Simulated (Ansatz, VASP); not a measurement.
## One calculation of CdTe, two programs

```xyz
2
Lattice="4.6792 0.0000 0.0000 -2.3396 4.0523 0.0000 0.0000 0.0000 15.9551" Properties=species:S:1:pos:R:3 pbc="T T T"
Te    0.0000    0.0000    7.5000
Cd    0.0000    2.7015    8.4551
```

Alike in both runs: task single point; functional PBE; k mesh 9 × 9 × 1; occupations gaussian, width 0.05 eV; no spin polarisation.

|  | VASP | Ansatz |
| --- | --- | --- |
| version | VASP 6.6.1 | Ansatz 0.2.0 |
| potentials or method | VASP PAW PBE potentials, release 64 (Te, Cd), cutoff 520 eV | scalar-relativistic, plane waves, PAW |
| valence electrons in the cell | 18 | 36 |

VASP gave:

- gap on the k mesh at the Fermi level (eV): 1.36
- least direct gap on the mesh (eV): 1.36
- rms of the force components (eV/Å): 0.408

Question: What did Ansatz give for the same quantities?

Answer: gap on the k mesh at the Fermi level (eV): 1.38; least direct gap on the mesh (eV): 1.38; rms of the force components (eV/Å): 0.414.

Atom by atom the forces differ by 0.005 eV/Å (rms over components). With one functional, cell and mesh, what is left measures potentials, basis and numerics. VASP's potentials hold 18 valence electrons a cell and Ansatz's 36, so a difference there can come from the potentials and not from the codes. Ansatz's warnings: xc potential rough in thin density.

Neither program's run includes spin-orbit coupling.
